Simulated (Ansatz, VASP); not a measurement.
**PbS in VASP and in Ansatz**

File INCAR:

```
SYSTEM = PbS
  PREC = Accurate
  ENCUT = 520
  EDIFF = 1E-6
  ISMEAR = -1
  SIGMA = 0.01
  LREAL = .FALSE.
  LASPH = .TRUE.
  NELM = 80
  ALGO = Normal
  ISIF = 2
  LWAVE = .FALSE.
  LCHARG = .TRUE.
  GGA = CA
  LELF = .TRUE.
  LVHAR = .TRUE.
  NBANDS = 17
```

Contents of KPOINTS:

```
Automatic mesh
0
G
  8 8 8
  0 0 0
```

The input POSCAR:

```
PbS
1.0
    0.0000000000      2.8760500000      2.9650000000
    2.8760500000      0.0000000000      2.9650000000
    2.8760500000      2.8760500000      0.0000000000
Pb S
1 1
Direct
    0.0000000000      0.0000000000      0.0000000000
    0.5000000000      0.5000000000      0.5000000000
```

Input for Ansatz:

```yaml
crystal:
  lattice:
    - [0.0, 2.87605, 2.965]
    - [2.87605, 0.0, 2.965]
    - [2.87605, 2.87605, 0.0]
  atoms:
    - { symbol: Pb, position: [0.0, 0.0, 0.0] }
    - { symbol: S, position: [0.5, 0.5, 0.5] }
kpoints:
  mp_grid: { grid: [8, 8, 8] }
  band_path:
    path:
      - [0.0, 0.0, 0.0]
      - [0.0, 0.5, 0.5]
      - [0.25, 0.75, 0.5]
      - [0.0, 0.5, 0.0]
      - [0.0, 0.0, 0.0]
      - [0.5, 0.5, 0.0]
      - [0.3676125, 0.6323875, 0.0]
      - [-0.3676125, 0.3676125, 0.0]
      - [0.0, 0.0, 0.0]
    npoints: 5
scf:
  occupations: { method: fermi_dirac, width: 0.01 }
hamiltonian:
  xc: lda
  pseudopotentials: { kind: all_electron, lapw: { basis_error: 0.0005 } }
output:
  forces: true
  stress: true
  eigenvalues: true
```

Change from the starting cell: equal xx and yy strain of -3 %.

Alike in both runs: task single point; functional LDA; k mesh 8 × 8 × 8; occupations fermi-dirac, width 0.01 eV; no spin polarisation.

```csv
,VASP,Ansatz
version,VASP 6.6.1,Ansatz 0.2.0
potentials or method,"VASP PAW LDA potentials, release 64 (Pb_d, S), cutoff 520 eV","all-electron LAPW, scalar-relativistic"
```

Ansatz gave:

- pressure (GPa): 1.2
- traceless stress, the component that is largest in VASP (GPa): -2.99

**Question.** Which values does VASP return?

**Answer.** Pressure (GPa): 1.2; traceless stress, the component that is largest in VASP (GPa): -3.01.

LDA's correlation is that of Perdew and Zunger in VASP and of Perdew and Wang (1992) in Ansatz. Ansatz ran all-electron here, and VASP with PAW potentials.

Neither program's run includes spin-orbit coupling.
